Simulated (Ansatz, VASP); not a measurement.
Two plane-wave programs on MnHg

Contents of INCAR:

```
SYSTEM = MnHg
PREC = Accurate ; ENCUT = 520
EDIFF = 1E-8 ; ISMEAR = -1
SIGMA = 0.05 ; LREAL = .FALSE.
LASPH = .TRUE. ; NELM = 150
ALGO = Normal ; ISIF = 2
LWAVE = .FALSE. ; LCHARG = .FALSE.
ISPIN = 2 ; MAGMOM = 4 0
LORBIT = 11 ; LMAXMIX = 4
GGA = PE ; LEFG = .TRUE.
NBANDS = 24
```

KPOINTS

```
regular mesh
0
G
  10 10 10
  0 0 0
```

The input POSCAR:

```
MnHg
1.0
    3.2322604184      0.0000000000      0.0000000000
    0.0000000000      3.2322604184      0.0000000000
    0.0000000000      0.0000000000      3.2568366077
Mn Hg
1 1
Direct
    0.5000000000      0.5000000000      0.5000000000
    0.0000000000      0.0000000000      0.0000000000
```

Input for Ansatz:

```yaml
crystal:
  lattice:
    - [3.2322604184, 0.0, 0.0]
    - [0.0, 3.2322604184, 0.0]
    - [0.0, 0.0, 3.2568366077]
  atoms:
    - { symbol: Mn, position: [0.5, 0.5, 0.5], spin: 4.0 }
    - { symbol: Hg, position: [0.0, 0.0, 0.0] }
magnetization:
  spin_polarized: true
kpoints:
  mp_grid: { grid: [10, 10, 10] }
scf:
  occupations: { method: fermi_dirac, width: 0.05 }
hamiltonian:
  xc: pbe
  pseudopotentials: { kind: paw }
output:
  forces: true
  stress: true
  eigenvalues: true
  efg: { contact_densities: true }
```

Change from the starting cell: volume scaled by 0.95, PAW files.

Alike in both runs: task electric field gradients; functional PBE; k mesh 10 × 10 × 10; occupations fermi-dirac, width 0.05 eV; collinear spin.

|  | VASP | Ansatz |
| --- | --- | --- |
| version | VASP 6.6.1 | Ansatz 0.2.0 |
| potentials or method | VASP PAW PBE potentials, release 64 (Mn_pv, Hg) | PAW with Ansatz's default frozen-core files, scalar-relativistic |
| plane-wave cutoff (eV) | 520 | 420 |
| valence electrons in the cell | 25 | 35 |

```csv
,VASP,Ansatz,Ansatz less VASP
pressure (GPa),7.4,6.8,-0.64
"traceless stress, the component that is largest in VASP (GPa)",-0.07,-0.06,+0.012
net moment per atom (μB),1.89,1.89,-0.002
size of the moment on the site where the two differ most (μB),0.05,0.02,-0.038
size of Vzz on the site where it differs most (V/Å²),0.4,0.9,+0.49
```

Site moments also hang on the region over which each program counts them. VASP's potentials hold 25 valence electrons a cell and Ansatz's 35, so a difference there can come from the potentials and not from the codes.

Spin-orbit coupling is off throughout.
